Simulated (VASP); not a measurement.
# AlNi (NiAs type) (P6_3/mmc) in VASP: a series of runs

The runs below take AlNi (NiAs type) through single point, with PBE.

Program: VASP 6.6.1. These are calculated values, not measurements. Logs are shortened: lines on timing, memory, paths and dates and some standing lists are left out, and cuts for length are marked.

**1. The cell of the first run**

Symmetry: P6_3/mmc, No. 194, hexagonal system. The conventional cell has a = 2.548 Å, b = 2.548 Å, c = 7.284 Å, α = 90.00°, β = 90.00°, γ = 120.00°. Ni (site symmetry -3m) has 6 Al at 2.34 Å and 6 Ni at 2.55 Å within 3.1 Å. Al (site symmetry -6m2) has 6 Ni at 2.34 Å and 6 Al at 2.55 Å within 3.1 Å.

**2. Single point, PBE (volume scaled by 0.72)**

INCAR

```
SYSTEM = AlNi
ALGO = Normal
EDIFF = 1E-6
ENCUT = 520
GGA = PE
ISIF = 2
ISMEAR = -1
LASPH = .True.
LCHARG = .False.
LREAL = .False.
LWAVE = .False.
NBANDS = 21
NELM = 80
PREC = Accurate
SIGMA = 0.1
```

KPOINTS

```
k-points
0
Gamma
  11 11 7
  0 0 0
```

POSCAR

```
AlNi
1.0
    2.5484398655      0.0000000000      0.0000000000
   -1.2742199327      2.2070136636      0.0000000000
    0.0000000000      0.0000000000      7.2837507065
Ni Al
2 2
Direct
    0.0000000000      0.0000000000      0.0000000000
    0.0000000000      0.0000000000      0.5000000000
    0.3333333333      0.6666666667      0.2500000000
    0.6666666667      0.3333333333      0.7500000000
```

Potentials or basis: VASP PAW PBE potentials, release 64 (Ni, Al).

Launch:

```console
$ cat potpaw_PBE.64/Ni/POTCAR potpaw_PBE.64/Al/POTCAR > POTCAR
$ mpirun -np 1 vasp_std > vasp.out
```

OUTCAR:

```text
SYSTEM = AlNi
   EDIFF = 1E-6
   ENCUT = 520
   GGA = PE
   ISIF = 2
   ISMEAR = -1
   LASPH = .True.
   LREAL = .False.
   NELM = 80
   PREC = Accurate

 ion  position               nearest neighbor table
   1  0.000  0.000  0.000-   3 2.34   4 2.34   4 2.34   3 2.34   4 2.34   3 2.34
   2  0.000  0.000  0.500-   3 2.34   4 2.34   4 2.34   3 2.34   4 2.34   3 2.34
   3  0.333  0.667  0.250-   1 2.34   2 2.34   1 2.34   2 2.34   1 2.34   2 2.34
   4  0.667  0.333  0.750-   1 2.34   2 2.34   1 2.34   2 2.34   1 2.34   2 2.34

  LATTYP: Found a hexagonal cell.
 ALAT       =     2.5484398655
 C/A-ratio  =     2.8581214747

  Lattice vectors:

 A1 = (   2.5484398655,   0.0000000000,   0.0000000000)
 A2 = (  -1.2742199327,   2.2070136636,   0.0000000000)
 A3 = (   0.0000000000,   0.0000000000,   7.2837507065)

Analysis of symmetry for initial positions (statically):
=====================================================================
 Subroutine PRICEL returns:
 Original cell was already a primitive cell.

 Routine SETGRP: Setting up the symmetry group for a
 hexagonal supercell.

 Subroutine GETGRP returns: Found 24 space group operations
 (whereof 12 operations were pure point group operations)
 out of a pool of 24 trial point group operations.

The static configuration has the point symmetry D_3d.
 The point group associated with its full space group is D_6h.

Analysis of symmetry for dynamics (positions and initial velocities):
=====================================================================
 Subroutine PRICEL returns:
 Original cell was already a primitive cell.

 Routine SETGRP: Setting up the symmetry group for a
 hexagonal supercell.

 Subroutine GETGRP returns: Found 24 space group operations
 (whereof 12 operations were pure point group operations)
 out of a pool of 24 trial point group operations.

The dynamic configuration has the point symmetry D_3d.
 The point group associated with its full space group is D_6h.

 Subroutine INISYM returns: Found 24 space group operations
 (whereof 12 operations are pure point group operations),
 and found     1 'primitive' translations

----------------------------------------------------------------------------------------

                                     Primitive cell

  volume of cell :      40.9670

  direct lattice vectors                    reciprocal lattice vectors
     2.548439865  0.000000000  0.000000000     0.392396938  0.226550478  0.000000000
    -1.274219933  2.207013664  0.000000000     0.000000000  0.453100956  0.000000000
     0.000000000  0.000000000  7.283750707     0.000000000  0.000000000  0.137291904

  length of vectors
     2.548439865  2.548439866  7.283750707     0.453100956  0.453100956  0.137291904

  position of ions in fractional coordinates (direct lattice)
     0.000000000  0.000000000  0.000000000
     0.000000000  0.000000000  0.500000000
     0.333333333  0.666666667  0.250000000
     0.666666667  0.333333333  0.750000000

  ion indices of the primitive-cell ions
   primitive index   ion index
                 1           1
                 2           2
                 3           3
                 4           4

----------------------------------------------------------------------------------------

 KPOINTS: k-points

Automatic generation of k-mesh.
 Grid dimensions read from file:
 generate k-points for:   11   11    7

 Generating k-lattice:

  Cartesian coordinates                     Fractional coordinates (reciprocal lattice)
     0.035672449  0.020595498  0.000000000     0.090909091 -0.000000000  0.000000000
     0.000000000  0.041190996  0.000000000     0.000000000  0.090909091  0.000000000
     0.000000000  0.000000000  0.019613129     0.000000000  0.000000000  0.142857143

  Length of vectors
     0.041190996  0.041190996  0.019613129

  Shift w.r.t. Gamma in fractional coordinates (k-lattice)
     0.000000000  0.000000000  0.000000000

 Subroutine IBZKPT returns following result:
 ===========================================

 Found     64 irreducible k-points:

 Following reciprocal coordinates:
            Coordinates               Weight
  0.000000  0.000000  0.000000      1.000000
  0.090909  0.000000  0.000000      6.000000
  0.181818  0.000000  0.000000      6.000000
  0.272727  0.000000  0.000000      6.000000
  0.363636  0.000000  0.000000      6.000000
  0.454545 -0.000000  0.000000      6.000000
[... 16 lines left out ...]
  0.090909  0.090909  0.142857     12.000000
  0.181818  0.090909  0.142857     24.000000
 [... further k-points ...]
   k-points           NKPTS =     64   k-points in BZ     NKDIM =     64   number of bands    NBANDS=     21
   number of dos      NEDOS =    301   number of ions     NIONS =      4
   total plane-waves  NPLWV =  21600
   dimension x,y,z NGX =    20 NGY =   20 NGZ =   54
   dimension x,y,z NGXF=    40 NGYF=   40 NGZF=  108
   ions per type =               2   2
   NGX,Y,Z   is equivalent  to a cutoff of  13.05, 13.05, 12.33 a.u.
   NGXF,Y,Z  is equivalent  to a cutoff of  26.09, 26.09, 24.65 a.u.
 SYSTEM =  AlNi
   PREC   = accura    normal or accurate (medium, high low for compatibility)
   ISTART =      0    job   : 0-new  1-cont  2-samecut
   ICHARG =      2    charge: 1-file 2-atom 10-const
   ISPIN  =      1    spin polarized calculation?
   LNONCOLLINEAR =      F non collinear calculations
   LSORBIT =      F    spin-orbit coupling
   LASPH  =      T    aspherical Exc in radial PAW
   ENCUT  =  520.0 eV  38.22 Ry    6.18 a.u.   4.74  4.74 13.54*2*pi/ulx,y,z
   NELM   =     80;   NELMIN=  2; NELMDL= -5     # of ELM steps
   EDIFF  = 0.1E-05   stopping-criterion for ELM
   LREAL  =      F    real-space projection
   EDIFFG = 0.1E-04   stopping-criterion for IOM
   NSW    =      0    number of steps for IOM
   IBRION =     -1    ionic relax: 0-MD 1-quasi-New 2-CG
   NFREE  =      0    steps in history (QN), initial steepest desc. (CG)
   ISIF   =      2    stress and relaxation
   ISYM   =      2    0-nonsym 1-usesym 2-fastsym
   POTIM  = 0.5000    time-step for ionic-motion
   TEBEG  =    0.0;   TEEND  =   0.0 temperature during run
   PSTRESS=    0.0 pullay stress
   NELECT =      26.0000    total number of electrons
   NUPDOWN=      -1.0000    fix difference up-down
   EMIN   =  10.00;   EMAX   =-10.00  energy-range for DOS
   EFERMI =   0.00;   METHOD = LEGACY
   ISMEAR =    -1;   SIGMA  =   0.10  broadening in eV -4-tet -1-fermi 0-gaus
   EFERMI_NEDOS =   21; number of points for ismear=-14 and -15
   IALGO  =     38    algorithm
   IMIX   =      4    mixing-type and parameters
     AMIX     =   0.40;   BMIX     =  1.00
     AMIX_MAG =   1.60;   BMIX_MAG =  1.00
  volume/ion in A,a.u.               =      10.24        69.11
  Fermi-wavevector in a.u.,A,eV,Ry     =   1.406872  2.658602 26.929843  1.979288
  Thomas-Fermi vector in A             =   2.529188
   LORBIT       =      0    0 simple, 1 ext, 2 COOP (PROOUT), +10 PAW based schemes
   GGA     = PE    functional components
   LHFCALC =     F    Hartree Fock is set to
   AEXX    =    0.0000 exact exchange contribution
   IVDW    =     0    specifies the selected vdW correction
   LEPSILON=     F    determine dielectric tensor
   LRPA    =     F    only Hartree local field effects (RPA)
 non-spin polarized calculation
  energy-cutoff  :      520.00
  volume of cell :       40.97
 maximum number of plane-waves:      1131
 NGX is ok and might be reduce to    20
   NGX =  9   NGY =  9   NGZ = 27

 number of electron      25.9999979 magnetization

 Free energy of the ion-electron system (eV)
  ---------------------------------------------------
  ext. energy  EPLUGINS =         0.00000000
  ---------------------------------------------------
  free energy    TOTEN  =       -19.16446463 eV

  energy without entropy =      -19.11248654  energy(sigma->0) =      -19.13847558

 E-fermi :  12.1067     XC(G=0): -12.8135

 val. band max:       12.0750561501   @ k =   0.3636   0.0000   0.4286
 cond. band min:      12.1451867707   @ k =   0.4545   0.0909   0.0000
 fundamental gap:      0.0701306206
 Fermi energy:        12.1067411783

 k-point     1 :       0.0000    0.0000    0.0000
  band No.  band energies     occupation
      1      -0.2684      2.00000
      2       1.7853      2.00000
      3       3.6235      2.00000
      4       7.4207      2.00000
      5       9.0157      2.00000
      6       9.8312      2.00000
[... 13 lines left out ...]
     20      27.7646      0.00000
     21      28.0014      0.00000

 k-point     2 :       0.0909    0.0000    0.0000
  band No.  band energies     occupation
      1      -0.0137      2.00000
      2       1.9981      2.00000
      3       3.8903      2.00000
      4       7.5698      2.00000
      5       9.0697      2.00000
      6       9.3890      2.00000
[... 13 lines left out ...]
     20      26.9188      0.00000
     21      28.0302      0.00000

 k-point     3 :       0.1818    0.0000    0.0000
  band No.  band energies     occupation
      1       0.7392      2.00000
      2       2.6240      2.00000
      3       4.6666      2.00000
      4       7.9474      2.00000
      5       8.8100      2.00000
      6       9.2031      2.00000
[... 13 lines left out ...]
     20      25.3351      0.00000
     21      25.7949      0.00000
[... 457 lines left out ...]
 k-point    23 :       0.0909    0.0909    0.1429
  band No.  band energies     occupation
      1       0.5463      2.00000
      2       2.2070      2.00000
      3       4.6958      2.00000
      4       7.7216      2.00000
      5       8.9554      2.00000
      6       9.1485      2.00000
[... 13 lines left out ...]
     20      24.6308      0.00000
     21      27.2849      0.00000

 k-point    24 :       0.1818    0.0909    0.1429
  band No.  band energies     occupation
      1       1.5284      2.00000
      2       3.0550      2.00000
      3       5.6361      2.00000
      4       8.1114      2.00000
      5       8.6031      2.00000
      6       9.1683      2.00000
[... 13 lines left out ...]
     20      23.7030      0.00000
     21      24.7625      0.00000

 [... further k-points ...]

------------------------ aborting loop because EDIFF is reached ----------------------------------------

  FORCE on cell =-STRESS in cart. coord.  units (eV):
  Direction    XX          YY          ZZ          XY          YZ          ZX
  --------------------------------------------------------------------------------------
  -------------------------------------------------------------------------------------
  Total       11.9487303     11.9487303     11.8897909      0.0000000     -0.0000000      0.0000000
  in kB      467.3022323    467.3022323    464.9971752      0.0000000     -0.0000000      0.0000000
  external PRESSURE =     466.5338799 kB  Pullay stress =       0.0000000 kB

 VOLUME and BASIS-vectors are now :
 -----------------------------------------------------------------------------
  energy-cutoff  :      520.00
  volume of cell :       40.97
      direct lattice vectors                 reciprocal lattice vectors
     2.548439865  0.000000000  0.000000000     0.392396938  0.226550478  0.000000000
    -1.274219933  2.207013664  0.000000000     0.000000000  0.453100956  0.000000000
     0.000000000  0.000000000  7.283750707     0.000000000  0.000000000  0.137291904

 POSITION                                       TOTAL-FORCE (eV/Angst)
 -----------------------------------------------------------------------------------
      0.00000      0.00000      0.00000         0.000000      0.000000     -0.000000
      0.00000      0.00000      3.64188        -0.000000      0.000000     -0.000000
     -0.00000      1.47134      1.82094         0.000000     -0.000000     -0.000000
      1.27422      0.73567      5.46281        -0.000000      0.000000      0.000000
 -----------------------------------------------------------------------------------
    total drift:                               -0.000000      0.000000      0.000000

  FREE ENERGIE OF THE ION-ELECTRON SYSTEM (eV)
  ---------------------------------------------------
  free  energy   TOTEN  =       -19.1644646293 eV

  energy  without entropy=      -19.1124865395  energy(sigma->0) =      -19.13847558
```

Run time: 26 s. Hardware: 1 thread of Intel Xeon 6975P-C (Granite Rapids), shared host; peak memory 0.18 GiB.

What came out:

```
Free energy            : -19.1645 eV
Pressure               : 46.7 GPa
Band gap on the k mesh : zero (band 13 reaches 13.14 eV, above the bottom of band 14 at 10.42 eV)
```

Caveat: the cell differs from its parent crystal (volume scaled by 0.72). Spin polarisation is off, so any magnetic state and its effect on volume and gap are missing.

**3. Single point, PBE**

This run uses another cell than the first one, of 11.38 Å³/atom, 1.111 times its volume.

INCAR

```
ALGO = Normal
EDIFF = 1E-7
ENCUT = 520
GGA = PE
ISIF = 2
ISMEAR = -1
LASPH = True
LCHARG = True
LELF = True
LREAL = False
LVHAR = True
LWAVE = False
NBANDS = 21
NELM = 100
PREC = Accurate
SIGMA = 0.1
```

KPOINTS

```
k-points
0
Gamma
  11 11 7
```

POSCAR

```
AlNi
1.0
    3.2858842698      0.0000000000      0.0000000000
   -1.6429421349      2.8456592515      0.0000000000
    0.0000000000      0.0000000000      4.8680700332
Ni Al
2 2
Direct
    0.0000000000      0.0000000000      0.0000000000
    0.0000000000      0.0000000000      0.5000000000
    0.3333333333      0.6666666667      0.2500000000
    0.6666666667      0.3333333333      0.7500000000
```

Potentials or basis: VASP PAW PBE potentials, release 64 (Ni, Al).

Launch:

```console
$ cat potpaw_PBE.64/Ni/POTCAR potpaw_PBE.64/Al/POTCAR > POTCAR
$ mpirun -np 1 vasp_std > vasp.out
```

Run time: 21 s. Hardware: 1 thread of Intel Xeon 6975P-C (Granite Rapids), shared host; peak memory 0.18 GiB.

Results (log left out):

| Property | Result |
| --- | --- |
| Free energy | -18.5562 eV |
| Pressure | 41.6 GPa |
| Band gap on the k mesh | zero (band 13 reaches 13.89 eV, above the bottom of band 14 at 8.96 eV) |

Stress tensor (GPa, compression positive):
```
41.49  0.00  0.00
 0.00 41.49  0.00
 0.00  0.00 41.82
```

Levels at points of the mesh, in eV from the Fermi level:
| k point | band 11 | band 12 | band 13 | band 14 | band 15 | band 16 |
| --- | --- | --- | --- | --- | --- | --- |
| (0.00, 0.00, 0.00) | -1.56 | -1.56 | 0.59 | 5.42 | 5.42 | 8.40 |

Spin polarisation is off, so any magnetic state and its effect on volume and gap are missing.
